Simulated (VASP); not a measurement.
A run of VASP 6.6.1 is set up as follows.

INCAR

```
SYSTEM = Ge
PREC = Accurate
ENCUT = 520
EDIFF = 1E-6
ISMEAR = -1
SIGMA = 0.1
LREAL = .False.
LASPH = .True.
NELM = 100
ALGO = Normal
ISIF = 2
LWAVE = .False.
LCHARG = .True.
GGA = B5
ALDAX = 1.0
AGGAX = 1.0
AGGAC = 1.0
ALDAC = 0.0
IVDW = 12
VDW_S6 = 1.0
VDW_S8 = 2.6996
VDW_A1 = 0.4298
VDW_A2 = 4.2359
LELF = .True.
LVHAR = .True.
NBANDS = 36
```

Contents of KPOINTS:

```
regular mesh
0
Gamma
  8 8 4
  0 0 0
```

POSCAR

```
Ge
1.0
    4.0328035277      0.0000000000      0.0000000000
   -2.0164017639      3.4925103035      0.0000000000
    0.0000000000      0.0000000000      6.6598053953
Ge
4
Direct
    0.6666666667      0.3333333333      0.0630623797
    0.3333333333      0.6666666667      0.5630623797
    0.6666666667      0.3333333333      0.4369376203
    0.3333333333      0.6666666667      0.9369376203
```

Potentials or basis: VASP PAW PBE potentials, release 64 (Ge_d).

Run with:

```bash
$ cat potpaw_PBE.64/Ge_d/POTCAR > POTCAR
$ mpirun -np 1 vasp_std > vasp.out
```

(1) Predict the largest force.

(2) Estimate the pressure.

Answers

(1) 0.003 eV/Å.

(2) 0.2 GPa.

Caveat: the PAW data sets were made with another functional, which shifts forces and pressure a little.
